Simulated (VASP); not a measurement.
# LiSi16 (a cell with a defect) in VASP: single point with LDA

Aim: the single point of LiSi16 (a cell with a defect) with LDA.

Everything below comes from runs of VASP 6.6.1. Logs are shortened: lines on timing, memory, paths and dates and some standing lists are left out, and cuts for length are marked.

### Step 1. The cell of the first run

The cell holds a defect, 17 atoms: a = 7.679 Å, b = 7.679 Å, c = 7.679 Å, α = 60.00°, β = 60.00°, γ = 60.00°.

### Step 2. Single point, LDA

File INCAR:

```
SYSTEM = LiSi16
PREC = Accurate ; ENCUT = 520
EDIFF = 1E-6 ; ISMEAR = -1
SIGMA = 0.05 ; LREAL = Auto
LASPH = .True. ; NELM = 80
ALGO = Normal ; ISIF = 2
LWAVE = .False. ; LCHARG = .False.
NBANDS = 48 ; NELECT = 66.0
```

File KPOINTS:

```
regular mesh
0
Gamma
  2 2 2
  0 0 0
```

File POSCAR:

```
LiSi16
1.0
    0.0000000000      5.4300000000      5.4300000000
    5.4300000000      0.0000000000      5.4300000000
    5.4300000000      5.4300000000      0.0000000000
Si Li
16 1
Direct
   -0.0018883738      0.0020170206      0.0017765594
    0.1274739269      0.1242468818      0.1240956323
   -0.0019408126      0.0020133247      0.4980086233
    0.1227365831      0.1318893055      0.6226605825
   -0.0018518340      0.4981583357      0.0017735080
    0.1229311783      0.6229445583      0.1312176530
    0.0001522837      0.5002474153      0.4996120576
    0.1228163100      0.6228288469      0.6227377925
    0.4999829107     -0.0000270072      0.0000417869
    0.6242016521      0.1242262439      0.1240764418
    0.5019785815      0.0020138540      0.4979870288
    0.6241558745      0.1241803658      0.6275452541
    0.5019805195      0.4981357327      0.0017751274
    0.6242346819      0.6274614771      0.1241077545
    0.5019768702      0.4980829521      0.4980223060
    0.6317883084      0.6227789147      0.6226895540
    0.2504356395      0.7507275780      0.7488863379
```

Potentials or basis: VASP PAW LDA potentials, release 64 (Si, Li_sv).

Run with:

```sh
$ cat potpaw_LDA.64/Si/POTCAR potpaw_LDA.64/Li_sv/POTCAR > POTCAR
$ mpirun -np 1 vasp_std > vasp.out
```

OUTCAR:

```text
SYSTEM = LiSi16
   PREC = Accurate
   ENCUT = 520
   EDIFF = 1E-6
   ISMEAR = -1
   LREAL = Auto
   LASPH = .True.
   NELM = 80
   ISIF = 2
   NELECT = 66.0

 ion  position               nearest neighbor table
   1  0.998  0.002  0.002-  10 2.34   2 2.34   6 2.38   4 2.38  17 2.74
   2  0.127  0.124  0.124-   9 2.34   5 2.34   1 2.34   3 2.34
   3  0.998  0.002  0.498-  12 2.34   2 2.34   8 2.38   4 2.38  17 2.73
   4  0.123  0.132  0.623-   7 2.31   1 2.38   3 2.38  11 2.38  17 2.39
   5  0.998  0.498  0.002-   2 2.34  14 2.34   6 2.38   8 2.38  17 2.74
   6  0.123  0.623  0.131-   7 2.31   5 2.38  13 2.38   1 2.38  17 2.40
   7  0.000  0.500  0.500-   4 2.31  16 2.31   8 2.31   6 2.31
   8  0.123  0.623  0.623-   7 2.31   5 2.38  15 2.38   3 2.38  17 2.39
   9  0.500  1.000  0.000-  12 2.34  10 2.34   2 2.34  14 2.34
  10  0.624  0.124  0.124-   9 2.34  13 2.34   1 2.34  11 2.34
  11  0.502  0.002  0.498-  12 2.34  10 2.34  16 2.38   4 2.38  17 2.73
  12  0.624  0.124  0.628-   9 2.34  11 2.34  15 2.34   3 2.34
  13  0.502  0.498  0.002-  10 2.34  14 2.34   6 2.38  16 2.38  17 2.74
  14  0.624  0.627  0.124-   9 2.34  13 2.34   5 2.34  15 2.34
  15  0.502  0.498  0.498-  12 2.34  14 2.34   8 2.38  16 2.38  17 2.73
  16  0.632  0.623  0.623-   7 2.31  13 2.38  15 2.38  11 2.38  17 2.39
  17  0.250  0.751  0.749-   4 2.39  16 2.39   8 2.39   6 2.40  11 2.73   3 2.73  15 2.73   1 2.74
                            13 2.74   5 2.74

  LATTYP: Found a face centered cubic cell.
 ALAT       =    10.8600000000

  Lattice vectors:

 A1 = (   0.0000000000,   5.4300000000,   5.4300000000)
 A2 = (   5.4300000000,   0.0000000000,   5.4300000000)
 A3 = (   5.4300000000,   5.4300000000,   0.0000000000)

Analysis of symmetry for initial positions (statically):
=====================================================================
 Subroutine PRICEL returns:
 Original cell was already a primitive cell.

 Routine SETGRP: Setting up the symmetry group for a
 face centered cubic supercell.

 Subroutine GETGRP returns: Found  1 space group operations
 (whereof  1 operations were pure point group operations)
 out of a pool of 48 trial point group operations.

The static configuration has the point symmetry C_1 .

Analysis of symmetry for dynamics (positions and initial velocities):
=====================================================================
 Subroutine PRICEL returns:
 Original cell was already a primitive cell.

[... 123 lines left out ...]
   NSW    =      0    number of steps for IOM
   IBRION =     -1    ionic relax: 0-MD 1-quasi-New 2-CG
   NFREE  =      0    steps in history (QN), initial steepest desc. (CG)
   ISIF   =      2    stress and relaxation
   ISYM   =      2    0-nonsym 1-usesym 2-fastsym
   POTIM  = 0.5000    time-step for ionic-motion
   TEBEG  =    0.0;   TEEND  =   0.0 temperature during run
   PSTRESS=    0.0 pullay stress
   NELECT =      66.0000    total number of electrons
   NUPDOWN=      -1.0000    fix difference up-down
   EMIN   =  10.00;   EMAX   =-10.00  energy-range for DOS
   EFERMI =   0.00;   METHOD = LEGACY
   ISMEAR =    -1;   SIGMA  =   0.05  broadening in eV -4-tet -1-fermi 0-gaus
   EFERMI_NEDOS =   21; number of points for ismear=-14 and -15
   IALGO  =     38    algorithm
   IMIX   =      4    mixing-type and parameters
     AMIX     =   0.40;   BMIX     =  1.00
     AMIX_MAG =   1.60;   BMIX_MAG =  1.00
  volume/ion in A,a.u.               =      18.84       127.11
  Fermi-wavevector in a.u.,A,eV,Ry     =   0.967044  1.827449 12.723821  0.935174
  Thomas-Fermi vector in A             =   2.096897
   LORBIT       =      0    0 simple, 1 ext, 2 COOP (PROOUT), +10 PAW based schemes
   GGA     = CA    functional components
   LHFCALC =     F    Hartree Fock is set to
   AEXX    =    0.0000 exact exchange contribution
   IVDW    =     0    specifies the selected vdW correction
   LEPSILON=     F    determine dielectric tensor
   LRPA    =     F    only Hartree local field effects (RPA)
 non-spin polarized calculation
  energy-cutoff  :      520.00
  volume of cell :      320.21
 maximum number of plane-waves:      8646
 NGX is ok and might be reduce to    60
   NGX = 29   NGY = 29   NGZ = 29

 number of electron      65.9999998 magnetization

 Free energy of the ion-electron system (eV)
  ---------------------------------------------------
  ext. energy  EPLUGINS =         0.00000000
  ---------------------------------------------------
  free energy    TOTEN  =      -102.37465588 eV

  energy without entropy =     -102.37202399  energy(sigma->0) =     -102.37333993

 E-fermi :   6.2486     XC(G=0):  -9.6487

 val. band max:        5.9891135706   @ k =   0.0000   0.0000   0.0000
 cond. band min:       6.5160738046   @ k =   0.0000   0.0000   0.0000
 fundamental gap:      0.5269602340
 Fermi energy:         6.2485857991

 k-point     1 :       0.0000    0.0000    0.0000
  band No.  band energies     occupation
      1     -39.5202      2.00000
      2      -5.9749      2.00000
      3      -3.7131      2.00000
      4      -3.6596      2.00000
      5      -3.6595      2.00000
      6      -3.6594      2.00000
[... 373 lines left out ...]
     44      10.1847      0.00000
     45      10.2665      0.00000
 [bands above 45 left out]

------------------------ aborting loop because EDIFF is reached ----------------------------------------

  FORCE on cell =-STRESS in cart. coord.  units (eV):
  Direction    XX          YY          ZZ          XY          YZ          ZX
  --------------------------------------------------------------------------------------
  -------------------------------------------------------------------------------------
  Total       -8.4447069     -8.4453113     -8.4463241     -0.0141972      0.0041785      0.0082650
  in kB      -42.2537908    -42.2568152    -42.2618825     -0.0710371      0.0209074      0.0413544
  external PRESSURE =     -42.2574962 kB  Pullay stress =       0.0000000 kB

 VOLUME and BASIS-vectors are now :
 -----------------------------------------------------------------------------
  energy-cutoff  :      520.00
  volume of cell :      320.21
      direct lattice vectors                 reciprocal lattice vectors
     0.000000000  5.430000000  5.430000000    -0.092081031  0.092081031  0.092081031
     5.430000000  0.000000000  5.430000000     0.092081031 -0.092081031  0.092081031
     5.430000000  5.430000000  0.000000000     0.092081031  0.092081031 -0.092081031

 POSITION                                       TOTAL-FORCE (eV/Angst)
 -----------------------------------------------------------------------------------
      0.02060      5.42939      5.43070         0.000447     -0.001755      0.001846
      1.34850      1.36602      1.36684         0.005329     -0.004278     -0.006065
      2.71512      8.12365      5.43039         0.000673      0.000198      0.000718
      4.09721      4.04751      1.38262         0.001249     -0.004651      0.006024
      2.71463      5.42957      8.12494        -0.000786     -0.000815     -0.000218
      4.09510      1.38003      4.05011         0.001808      0.000941      0.000273
[... 9 lines left out ...]
      6.76289      6.81181      6.81230        -0.003988      0.000471      0.006370
      8.14290      5.42632      5.43632         0.004930      0.009002     -0.015163
 -----------------------------------------------------------------------------------
    total drift:                                0.000655      0.001508     -0.001534

  FREE ENERGIE OF THE ION-ELECTRON SYSTEM (eV)
  ---------------------------------------------------
  free  energy   TOTEN  =      -102.3746558812 eV

  energy  without entropy=     -102.3720239855  energy(sigma->0) =     -102.37333993
```

stdout:

```text
POSCAR found type information on POSCAR SiLi
 POSCAR found :  2 types and      17 ions
 scaLAPACK will be used
 LDA part: xc-table for (Slater(with rela. corr.)+CA(PZ))
 , standard interpolation
 POSCAR, INCAR and KPOINTS ok, starting setup
 FFT: planning ... GRIDC
 FFT: planning ... GRID_SOFT
 FFT: planning ... GRID
 WAVECAR not read
 entering main loop
 the old and the new charge density differ
 old charge density:    67.00000 new   66.00000
    0.146E+01
```

It took 84 s on 1 thread of Intel Xeon 6975P-C (Granite Rapids), shared host; peak memory 0.38 GiB.

What came out:

| Item | Value |
| --- | --- |
| Free energy | -102.3747 eV |
| Largest force | 0.018 eV/Å |

Forces on the atoms (eV/Å):
```
Si   0.000 -0.002  0.002
Si   0.005 -0.004 -0.006
Si   0.001  0.000  0.001
Si   0.001 -0.005  0.006
Si  -0.001 -0.001  0.000
Si   0.002  0.001  0.000
Si   0.001  0.001 -0.002
Si  -0.004 -0.005  0.001
Si   0.000  0.000  0.001
Si   0.006  0.006  0.005
Si   0.000  0.000 -0.001
Si  -0.007 -0.007  0.006
Si  -0.002  0.000  0.001
Si  -0.004  0.005 -0.006
Si   0.000  0.000  0.001
Si  -0.004  0.000  0.006
Li   0.005  0.009 -0.015
```

Levels at points of the mesh, in eV from the Fermi level:
```tsv
k point	band 31	band 32	band 33	band 34	band 35	band 36
(0.00, 0.00, 0.00)	-0.26	-0.26	-0.26	0.27	0.27	0.27
(0.50, 0.00, 0.00)	-1.08	-0.99	-0.99	0.83	1.04	1.04
(0.00, 0.50, 0.00)	-1.08	-0.99	-0.99	0.83	1.04	1.04
(0.00, 0.00, 0.50)	-1.08	-0.99	-0.99	0.84	1.04	1.04
(0.50, 0.50, 0.50)	-1.08	-0.99	-0.99	0.83	1.04	1.04
(0.50, 0.50, 0.00)	-1.62	-1.57	-1.53	0.71	0.79	1.84
(0.00, 0.50, 0.50)	-1.62	-1.57	-1.53	0.71	0.79	1.84
(0.50, 0.00, 0.50)	-1.62	-1.57	-1.53	0.71	0.79	1.84
```

Caveat: the k points lie up to 0.50 Å⁻¹ apart; the cell carries a net charge on a neutralising background, which shifts energy and pressure; the cell is charged against a uniform background, so pressure and absolute levels hang on convention; the cutoff is under 1.25 times the usual one of these potentials, so pressure, stress and relaxed cells hold a basis-set (Pulay) error.
